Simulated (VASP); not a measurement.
# TiGe2Se3 (P6/mmm) in VASP: notebook

TiGe2Se3 is run at these levels: PBE; tasks: single point.

Program: VASP 6.6.1. These are calculated values, not measurements. Logs are shortened: lines on timing, memory, paths and dates and some standing lists are left out, and cuts for length are marked.

### Step 1. The cell of the first run

The structure is hexagonal, space group P6/mmm (No. 191). Conventional cell: a = 6.212 Å, b = 6.212 Å, c = 3.601 Å, α = 90.00°, β = 90.00°, γ = 120.00°. Within 4.7 Å of Ti (site symmetry 6/mmm) lie 6 Ge at 3.59 Å and 12 Se at 3.59 Å and 2 Ti at 3.60 Å. Within 3.4 Å of Ge (site symmetry -6m2) lie 6 Se at 2.54 Å. Within 3.4 Å of Se (site symmetry mmm) lie 4 Ge at 2.54 Å and 4 Se at 3.11 Å.

The cell was generated, and may not be a known phase.

### Step 2. Single point, PBE, collinear spin

Contents of INCAR:

```
SYSTEM = TiGe2Se3
PREC = Accurate ; ENCUT = 520
EDIFF = 1E-6 ; ISMEAR = 0
SIGMA = 0.1 ; LREAL = .False.
LASPH = .True. ; NELM = 150
ALGO = Normal ; ISIF = 2
LWAVE = .False. ; LCHARG = .False.
ISPIN = 2 ; MAGMOM = 1 0 0 0 0 0
LORBIT = 11 ; LMAXMIX = 4
GGA = PE ; NBANDS = 42
```

Contents of KPOINTS:

```
Automatic mesh
0
Gamma
  3 3 6
  0 0 0
```

Contents of POSCAR:

```
TiGe2Se3
1.0
    6.2119032100      0.0000000000      0.0000000000
   -3.1059516000      5.3796659800      0.0000000000
    0.0000000000      0.0000000000      3.6005420700
Ti Ge Se
1 2 3
Direct
    0.0000000000      0.0000000000      0.0000000000
    0.3333333300      0.6666666700      0.0000000000
    0.6666666700      0.3333333300      0.0000000000
    0.5000000000      0.0000000000      0.5000000000
    0.5000000000      0.5000000000      0.5000000000
    0.0000000000      0.5000000000      0.5000000000
```

Potentials or basis: VASP PAW PBE potentials, release 64 (Ti_sv, Ge_d, Se).

Started as:

```sh
cat potpaw_PBE.64/Ti_sv/POTCAR potpaw_PBE.64/Ge_d/POTCAR potpaw_PBE.64/Se/POTCAR > POTCAR
mpirun -np 1 vasp_std > vasp.out
```

OUTCAR:

```text
SYSTEM = TiGe2Se3
   PREC = Accurate
   ENCUT = 520
   EDIFF = 1E-6
   ISMEAR = 0
   LREAL = .False.
   LASPH = .True.
   NELM = 150
   ISIF = 2
   ISPIN = 2
   LORBIT = 11
   GGA = PE

 ion  position               nearest neighbor table
   1  0.000  0.000  0.000-
   2  0.333  0.667  0.000-   4 2.54   4 2.54   6 2.54   6 2.54   5 2.54   5 2.54
   3  0.667  0.333  0.000-   4 2.54   4 2.54   6 2.54   6 2.54   5 2.54   5 2.54
   4  0.500  0.000  0.500-   2 2.54   3 2.54   2 2.54   3 2.54
   5  0.500  0.500  0.500-   2 2.54   3 2.54   2 2.54   3 2.54
   6  0.000  0.500  0.500-   2 2.54   3 2.54   2 2.54   3 2.54

  LATTYP: Found a hexagonal cell.
 ALAT       =     6.2119032100
 C/A-ratio  =     0.5796197958

  Lattice vectors:

 A1 = (   6.2119032100,   0.0000000000,   0.0000000000)
 A2 = (  -3.1059516000,   5.3796659800,   0.0000000000)
 A3 = (   0.0000000000,   0.0000000000,   3.6005420700)

Analysis of symmetry for initial positions (statically):
=====================================================================
 Subroutine PRICEL returns:
 Original cell was already a primitive cell.

 Routine SETGRP: Setting up the symmetry group for a
 hexagonal supercell.

 Subroutine GETGRP returns: Found 24 space group operations
 (whereof 24 operations were pure point group operations)
 out of a pool of 24 trial point group operations.

The static configuration has the point symmetry D_6h.

Analysis of symmetry for dynamics (positions and initial velocities):
=====================================================================
 Subroutine PRICEL returns:
 Original cell was already a primitive cell.

 Routine SETGRP: Setting up the symmetry group for a
 hexagonal supercell.

 Subroutine GETGRP returns: Found 24 space group operations
 (whereof 24 operations were pure point group operations)
 out of a pool of 24 trial point group operations.

The dynamic configuration has the point symmetry D_6h.

Analysis of structural, dynamic, and magnetic symmetry:
=====================================================================
 Subroutine PRICEL returns:
 Original cell was already a primitive cell.

 Routine SETGRP: Setting up the symmetry group for a
 hexagonal supercell.

 Subroutine GETGRP returns: Found 24 space group operations
 (whereof 24 operations were pure point group operations)
 out of a pool of 24 trial point group operations.

The overall configuration has the point symmetry D_6h.

 Subroutine INISYM returns: Found 24 space group operations
 (whereof 24 operations are pure point group operations),
 and found     1 'primitive' translations

----------------------------------------------------------------------------------------

                                     Primitive cell

  volume of cell :     120.3228

  direct lattice vectors                    reciprocal lattice vectors
     6.211903210  0.000000000  0.000000000     0.160981259  0.092942573  0.000000000
    -3.105951600  5.379665980  0.000000000     0.000000000  0.185885147  0.000000000
     0.000000000  0.000000000  3.600542070     0.000000000  0.000000000  0.277735958

  length of vectors
     6.211903210  6.211903203  3.600542070     0.185885146  0.185885147  0.277735958

  position of ions in fractional coordinates (direct lattice)
     0.000000000  0.000000000  0.000000000
     0.333333330  0.666666670  0.000000000
     0.666666670  0.333333330  0.000000000
     0.500000000  0.000000000  0.500000000
     0.500000000  0.500000000  0.500000000
     0.000000000  0.500000000  0.500000000

  ion indices of the primitive-cell ions
   primitive index   ion index
                 1           1
                 2           2
                 3           3
                 4           4
                 5           5
                 6           6

----------------------------------------------------------------------------------------

 KPOINTS: Automatic mesh

Automatic generation of k-mesh.
 Grid dimensions read from file:
 generate k-points for:    3    3    6

 Generating k-lattice:

  Cartesian coordinates                     Fractional coordinates (reciprocal lattice)
     0.053660420  0.030980858  0.000000000     0.333333333  0.000000000  0.000000000
     0.000000000  0.061961716  0.000000000     0.000000000  0.333333333  0.000000000
     0.000000000  0.000000000  0.046289326     0.000000000  0.000000000  0.166666667

  Length of vectors
     0.061961715  0.061961716  0.046289326

  Shift w.r.t. Gamma in fractional coordinates (k-lattice)
     0.000000000  0.000000000  0.000000000

 Subroutine IBZKPT returns following result:
 ===========================================

 Found     12 irreducible k-points:

 Following reciprocal coordinates:
            Coordinates               Weight
  0.000000  0.000000  0.000000      1.000000
  0.333333 -0.000000  0.000000      6.000000
  0.333333  0.333333  0.000000      2.000000
  0.000000  0.000000  0.166667      2.000000
  0.333333 -0.000000  0.166667     12.000000
  0.333333  0.333333  0.166667      4.000000
  0.000000  0.000000  0.333333      2.000000
  0.333333 -0.000000  0.333333     12.000000
  0.333333  0.333333  0.333333      4.000000
  0.000000  0.000000  0.500000      1.000000
  0.333333 -0.000000  0.500000      6.000000
  0.333333  0.333333  0.500000      2.000000
   k-points           NKPTS =     12   k-points in BZ     NKDIM =     12   number of bands    NBANDS=     42
   number of dos      NEDOS =    301   number of ions     NIONS =      6
   total plane-waves  NPLWV =  64512
   dimension x,y,z NGX =    48 NGY =   48 NGZ =   28
   dimension x,y,z NGXF=    96 NGYF=   96 NGZF=   56
   ions per type =               1   2   3
   NGX,Y,Z   is equivalent  to a cutoff of  12.85, 12.85, 12.93 a.u.
   NGXF,Y,Z  is equivalent  to a cutoff of  25.69, 25.69, 25.86 a.u.
 SYSTEM =  TiGe2Se3
   PREC   = accura    normal or accurate (medium, high low for compatibility)
   ISTART =      0    job   : 0-new  1-cont  2-samecut
   ICHARG =      2    charge: 1-file 2-atom 10-const
   ISPIN  =      2    spin polarized calculation?
   LNONCOLLINEAR =      F non collinear calculations
   LSORBIT =      F    spin-orbit coupling
   LASPH  =      T    aspherical Exc in radial PAW
   ENCUT  =  520.0 eV  38.22 Ry    6.18 a.u.  11.55 11.55  6.69*2*pi/ulx,y,z
   NELM   =    150;   NELMIN=  2; NELMDL= -5     # of ELM steps
   EDIFF  = 0.1E-05   stopping-criterion for ELM
   LREAL  =      F    real-space projection
   EDIFFG = 0.1E-04   stopping-criterion for IOM
   NSW    =      0    number of steps for IOM
   IBRION =     -1    ionic relax: 0-MD 1-quasi-New 2-CG
   NFREE  =      0    steps in history (QN), initial steepest desc. (CG)
   ISIF   =      2    stress and relaxation
   ISYM   =      2    0-nonsym 1-usesym 2-fastsym
   POTIM  = 0.5000    time-step for ionic-motion
   TEBEG  =    0.0;   TEEND  =   0.0 temperature during run
   PSTRESS=    0.0 pullay stress
   NELECT =      58.0000    total number of electrons
   NUPDOWN=      -1.0000    fix difference up-down
   EMIN   =  10.00;   EMAX   =-10.00  energy-range for DOS
   EFERMI =   0.00;   METHOD = LEGACY
   ISMEAR =     0;   SIGMA  =   0.10  broadening in eV -4-tet -1-fermi 0-gaus
   EFERMI_NEDOS =   21; number of points for ismear=-14 and -15
   IALGO  =     38    algorithm
   IMIX   =      4    mixing-type and parameters
     AMIX     =   0.40;   BMIX     =  1.00
     AMIX_MAG =   1.60;   BMIX_MAG =  1.00
  volume/ion in A,a.u.               =      20.05       135.33
  Fermi-wavevector in a.u.,A,eV,Ry     =   1.283615  2.425681 22.417886  1.647668
  Thomas-Fermi vector in A             =   2.415858
   LORBIT       =     11    0 simple, 1 ext, 2 COOP (PROOUT), +10 PAW based schemes
   GGA     = PE    functional components
   LHFCALC =     F    Hartree Fock is set to
   AEXX    =    0.0000 exact exchange contribution
   IVDW    =     0    specifies the selected vdW correction
   LEPSILON=     F    determine dielectric tensor
   LRPA    =     F    only Hartree local field effects (RPA)
 spin polarized calculation
 Gauss-broadening in eV      SIGMA  =   0.10
  energy-cutoff  :      520.00
  volume of cell :      120.32
 maximum number of plane-waves:      3307
 NGX is ok and might be reduce to    48
   NGX = 23   NGY = 23   NGZ = 13

 number of electron      57.9999990 magnetization      -0.0651901

 number of electron      57.9999991 magnetization       0.0612149

 Free energy of the ion-electron system (eV)
  ---------------------------------------------------
  ext. energy  EPLUGINS =         0.00000000
  ---------------------------------------------------
  free energy    TOTEN  =       -22.94798148 eV

  energy without entropy =      -22.89705879  energy(sigma->0) =      -22.92252013

 E-fermi :   6.6285     XC(G=0): -10.5656

 val. band max:        6.6273445986   @ k =   0.3333  -0.0000   0.5000
 cond. band min:       6.6499575924   @ k =   0.0000   0.0000   0.1667
 fundamental gap:      0.0226129938
 Fermi energy:         6.6285096488

 spin component 1

 k-point     1 :       0.0000    0.0000    0.0000
  band No.  band energies     occupation
      1     -51.2914      1.00000
      2     -27.5612      1.00000
      3     -27.5612      1.00000
      4     -27.5170      1.00000
      5     -18.4146      1.00000
      6     -18.4077      1.00000
[... 33 lines left out ...]
     40      11.4217      0.00000
     41      12.5937      0.00000

 k-point     2 :       0.3333   -0.0000    0.0000
  band No.  band energies     occupation
      1     -51.2914      1.00000
      2     -27.5613      1.00000
      3     -27.5612      1.00000
      4     -27.5170      1.00000
      5     -18.4132      1.00000
      6     -18.4093      1.00000
[... 429 lines left out ...]
     40      12.1330      0.00000
     41      14.2330      0.00000

 k-point    12 :       0.3333    0.3333    0.5000
  band No.  band energies     occupation
      1     -51.2891      1.00000
      2     -27.5580      1.00000
      3     -27.5580      1.00000
      4     -27.5529      1.00000
      5     -18.4275      1.00000
      6     -18.4184      1.00000
[... 33 lines left out ...]
     40      12.8478      0.00000
     41      13.3542      0.00000
 Fermi energy:         6.6285096488

 spin component 2

 k-point     1 :       0.0000    0.0000    0.0000
  band No.  band energies     occupation
      1     -51.3102      1.00000
      2     -27.6870      1.00000
      3     -27.6870      1.00000
      4     -27.3160      1.00000
      5     -18.4140      1.00000
      6     -18.4072      1.00000
[... 33 lines left out ...]
     40      11.3379      0.00000
     41      12.5916      0.00000

 k-point     2 :       0.3333   -0.0000    0.0000
  band No.  band energies     occupation
      1     -51.3102      1.00000
      2     -27.6871      1.00000
      3     -27.6870      1.00000
      4     -27.3160      1.00000
      5     -18.4126      1.00000
      6     -18.4087      1.00000
[... 429 lines left out ...]
     40      12.0947      0.00000
     41      14.3532      0.00000

 k-point    12 :       0.3333    0.3333    0.5000
  band No.  band energies     occupation
      1     -51.3080      1.00000
      2     -27.6840      1.00000
      3     -27.6840      1.00000
      4     -27.3519      1.00000
      5     -18.4271      1.00000
      6     -18.4180      1.00000
[... 33 lines left out ...]
     40      12.9245      0.00000
     41      13.2879      0.00000
 [bands above 41 left out]

------------------------ aborting loop because EDIFF is reached ----------------------------------------

  FORCE on cell =-STRESS in cart. coord.  units (eV):
  Direction    XX          YY          ZZ          XY          YZ          ZX
  --------------------------------------------------------------------------------------
  -------------------------------------------------------------------------------------
  Total       11.2939761     11.2939761      7.1019598      0.0000000      0.0000000      0.0000000
  in kB      150.3867474    150.3867471     94.5672826      0.0000001      0.0000000      0.0000000
  external PRESSURE =     131.7802590 kB  Pullay stress =       0.0000000 kB

 VOLUME and BASIS-vectors are now :
 -----------------------------------------------------------------------------
  energy-cutoff  :      520.00
  volume of cell :      120.32
      direct lattice vectors                 reciprocal lattice vectors
     6.211903210  0.000000000  0.000000000     0.160981259  0.092942573  0.000000000
    -3.105951600  5.379665980  0.000000000     0.000000000  0.185885147  0.000000000
     0.000000000  0.000000000  3.600542070     0.000000000  0.000000000  0.277735958

 POSITION                                       TOTAL-FORCE (eV/Angst)
 -----------------------------------------------------------------------------------
      0.00000      0.00000      0.00000        -0.000000      0.000000      0.000000
     -0.00000      3.58644      0.00000         0.000000     -0.000000     -0.000000
      3.10595      1.79322      0.00000        -0.000000      0.000000      0.000000
      3.10595      0.00000      1.80027        -0.000000      0.000000      0.000000
      1.55298      2.68983      1.80027        -0.000000      0.000000      0.000000
     -1.55298      2.68983      1.80027        -0.000000      0.000000      0.000000
 -----------------------------------------------------------------------------------
    total drift:                               -0.000000      0.000000     -0.000000

  FREE ENERGIE OF THE ION-ELECTRON SYSTEM (eV)
  ---------------------------------------------------
  free  energy   TOTEN  =       -22.9479814809 eV

  energy  without entropy=      -22.8970587887  energy(sigma->0) =      -22.92252013

 total charge

# of ion       s       p       d       tot
------------------------------------------
    1        2.125   5.967   1.875   9.967
    2        1.242   1.021  10.102  12.365
    3        1.242   1.021  10.102  12.365
    4        1.504   2.292   0.082   3.877
    5        1.504   2.292   0.082   3.877
    6        1.504   2.292   0.082   3.877
--------------------------------------------------
tot          9.121  14.884  22.324  46.330

 magnetization (x)

# of ion       s       p       d       tot
------------------------------------------
    1        0.010   0.004  -0.034  -0.020
    2        0.000   0.005  -0.001   0.004
    3        0.000   0.005  -0.001   0.004
    4        0.002  -0.005   0.001  -0.003
    5        0.002  -0.005   0.001  -0.003
    6        0.002  -0.005   0.001  -0.003
--------------------------------------------------
tot          0.015  -0.002  -0.033  -0.020
```

Wall time 5.5 min (1 thread of AMD EPYC 7R13 (Zen 3), shared host); peak memory 0.32 GiB.

Results:

```
Free energy                                           : -22.9480 eV
Pressure                                              : 13.2 GPa
Net moment                                            : 0.06 μB per cell
Valence electrons inside the program's atomic spheres : Ti 9.97; Ge 12.37; Se 3.88
```

Caveat: the k points lie up to 0.39 Å⁻¹ apart.

### Step 3. Single point, PBE, collinear spin

This run uses another cell than the first one, of 24.99 Å³/atom.

Contents of INCAR:

```
SYSTEM = TiGe2Se3
PREC = Accurate
ENCUT = 520
EDIFF = 1E-6
ISMEAR = 0
SIGMA = 0.1
LREAL = .False.
LASPH = .True.
NELM = 150
ALGO = Normal
ISIF = 2
LWAVE = .False.
LCHARG = .False.
ISPIN = 2
MAGMOM = 1 0 0 0 0 0
LORBIT = 11
LMAXMIX = 4
GGA = PE
NBANDS = 42
```

Contents of KPOINTS:

```
regular mesh
0
Gamma
  3 3 6
  0 0 0
```

Contents of POSCAR:

```
TiGe2Se3
1.0
    6.9696359117     -0.0000000032      0.0000000000
   -3.4848179530      6.0358817562      0.0000000000
    0.0000000000      0.0000000000      3.5637822795
Ti Ge Se
1 2 3
Direct
    0.0000000000      0.0000000000      0.0000000000
    0.3333333333      0.6666666667      0.0000000000
    0.6666666667      0.3333333333      0.0000000000
    0.5000000000      0.0000000000      0.5000000000
    0.5000000000      0.5000000000      0.5000000000
    0.0000000000      0.5000000000      0.5000000000
```

Potentials or basis: VASP PAW PBE potentials, release 64 (Ti_sv, Ge_d, Se).

Started as:

```sh
cat potpaw_PBE.64/Ti_sv/POTCAR potpaw_PBE.64/Ge_d/POTCAR potpaw_PBE.64/Se/POTCAR > POTCAR
mpirun -np 1 vasp_std > vasp.out
```

It took 6.7 min on 1 thread of AMD EPYC 7R13 (Zen 3), shared host; peak memory 0.37 GiB.

Results (log left out):

```yaml
Free_energy: -24.1595 eV
Pressure: -0.6 GPa
Net_moment: 0.26 μB per cell
Site_moments: Ti +0.15; Ge +0.01; Se -0.00 μB
Valence_electrons_inside_the_program's_atomic_spheres: Ti 9.95; Ge 12.17; Se 3.79
```

Stress tensor (GPa, compression positive):
```
-0.35  0.00  0.00
 0.00 -0.35  0.00
 0.00  0.00 -1.06
```

Levels at points of the mesh, in eV from the Fermi level:
Spin up:
```csv
k point,band 25,band 26,band 27,band 28,band 29,band 30,band 31,band 32,band 33,band 34
"(0.00, 0.00, 0.00)",-1.56,-0.76,-0.74,-0.74,-0.04,-0.04,0.22,0.25,0.25,1.31
"(0.00, 0.00, 0.50)",-0.70,-0.70,-0.21,-0.21,-0.18,0.24,0.24,0.36,0.36,0.38
```
Spin down:
```
           k point  band 27  band 28  band 29  band 30  band 31  band 32
(0.00, 0.00, 0.00)    -0.74    -0.74    -0.23    -0.23    -0.23     1.04
(0.00, 0.00, 0.50)    -0.23    -0.23    -0.18     0.04     0.14     0.14
```

Caveat: a moment this small can come from the mesh or the smearing.
